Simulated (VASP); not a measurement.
Input of a VASP 6.6.1 run:

The input INCAR:

```
SYSTEM = PbS
PREC = Accurate
ENCUT = 520
EDIFF = 1E-7
ISMEAR = -1
SIGMA = 0.05
LREAL = .FALSE.
LASPH = .TRUE.
NELM = 80
ALGO = Normal
ISIF = 2
LWAVE = .FALSE.
LCHARG = .FALSE.
GGA = VW
NBANDS = 17
```

Contents of KPOINTS:

```
regular mesh
0
G
  8 8 8
  0 0 0
```

The input POSCAR:

```
PbS
1.0
    0.0000000000      3.0239167281      3.0239167281
    3.0239167281      0.0000000000      3.0239167281
    3.0239167281      3.0239167281      0.0000000000
Pb S
1 1
Direct
    0.0000000000      0.0000000000      0.0000000000
    0.5000000000      0.5000000000      0.5000000000
```

Potentials or basis: VASP PAW PBE potentials, release 64 (Pb_d, S).

The run is started by

```console
$ cat potpaw_PBE.64/Pb_d/POTCAR potpaw_PBE.64/S/POTCAR > POTCAR
$ mpirun -np 1 vasp_std > vasp.out
```

Question: Predict the pressure.

Answer: -5.4 GPa.

Question: What does it give for the band gap on the k mesh?

Answer: 0.43 eV, direct.

Caveat: the PAW data sets were made with another functional, which shifts forces and pressure a little; spin-orbit coupling is left out, which moves the levels of the heavy elements. A k mesh can miss the band edges.
